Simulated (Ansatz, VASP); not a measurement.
# One calculation of Cu, two programs

INCAR

```
ALGO = Fast
EDIFF = 1E-6
ENCUT = 520
GGA = PS
ISIF = 2
ISMEAR = 0
LASPH = True
LCHARG = False
LREAL = False
LWAVE = False
NBANDS = 12
NELM = 100
PREC = Accurate
SIGMA = 0.15
```

File KPOINTS:

```
k-points
0
Gamma
  24 24 24
```

POSCAR

```
Cu
1.0
    0.0000000000      1.7509782209      1.9260760430
    1.7509782209      0.0000000000      1.9260760430
    1.7509782209      1.7509782209      0.0000000000
Cu
1
Direct
    0.0000000000      0.0000000000      0.0000000000
```

Input for Ansatz:

```yaml
crystal:
  lattice:
    - [0.0, 1.7509782209, 1.926076043]
    - [1.7509782209, 0.0, 1.926076043]
    - [1.7509782209, 1.7509782209, 0.0]
  atoms:
    - { symbol: Cu, position: [0.0, 0.0, 0.0] }
basis:
  ecutwfc: 420
kpoints:
  mp_grid: { grid: [24, 24, 24] }
hamiltonian:
  xc: pbesol
scf:
  occupations: { method: gaussian, width: 0.15 }
output:
  forces: true
  stress: true
  eigenvalues: true
```

Alike in both runs: task single point; functional PBEsol; k mesh 24 × 24 × 24; occupations gaussian, width 0.15 eV; no spin polarisation.

|  | VASP | Ansatz |
| --- | --- | --- |
| version | VASP 6.6.1 | Ansatz 0.2.0 |
| potentials or method | VASP PAW PBE potentials, release 64 (Cu), cutoff 520 eV | scalar-relativistic, plane waves, PAW |
| valence electrons in the cell | 11 | 19 |

```tsv
	VASP	Ansatz	Ansatz less VASP
gap on the k mesh at the Fermi level (eV)	none	none	-
pressure (GPa)	-5.3	-6.1	-0.76
traceless stress, the component that is largest in VASP (GPa)	-5.00	-5.01	-0.004
```

VASP's potentials were made for PBE, not for PBEsol. A gap of «none» marks a metal or a gap that the smearing closes. VASP's potentials hold 11 valence electrons a cell and Ansatz's 19, so a difference there can come from the potentials and not from the codes.
